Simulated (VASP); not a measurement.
# Be3Te2Se: single point with PBE

The system is Be3Te2Se.

```
Be Te Se
1.0
     7.65353    0.00000    0.00000
    -3.82677    6.62815    0.00000
     0.00000    0.00000    3.86444
Be Te Se
3 2 1
Cartesian
  3.8268 0.0000 1.9322
  -1.9134 3.3141 1.9322
  1.9134 3.3141 1.9322
  0.0000 4.4188 1.9322
  3.8268 2.2094 1.9322
  0.0000 0.0000 0.0000
```

The cell was built from a structure type or drawn by symmetry, and may not be a known phase.

| Item | Value |
| --- | --- |
| Program | VASP 6.6.1 |
| Task | single point |
| Functional | PBE |
| Potentials or basis | VASP PAW PBE potentials, release 64 (Be, Te, Se) |
| Cutoff | 600 eV |
| k mesh | 2 × 2 × 3 |
| Occupations | gaussian, width 0.15 eV |
| Spin | no spin polarisation |
| Dipole correction | no |
| Further INCAR settings | ALGO = Normal; EDIFF = 1e-06; NBANDS = 21 |

```
Pressure : 0.6 GPa
```

Stress tensor (GPa, compression positive):
```
0.83 0.00 0.00
0.00 0.83 0.00
0.00 0.00 0.06
```

Levels at points of the mesh, in eV from the Fermi level:
```tsv
k point	band 9	band 10	band 11	band 12	band 13	band 14	band 15	band 16
(0.00, 0.00, 0.00)	-1.39	-1.39	-1.14	0.05	0.36	1.27	1.27	2.24
(0.50, 0.00, 0.00)	-1.59	-1.27	-1.23	-0.19	0.34	0.78	1.29	1.63
```

Run time: 19 s on 1 thread of Intel(R) Xeon(R) 6975P-C (Granite Rapids), with other jobs on the host, peak memory 0.34 GiB.

Caveat: the k points lie up to 0.54 Å⁻¹ apart; spin-orbit coupling is left out, which moves the levels of the heavy elements.
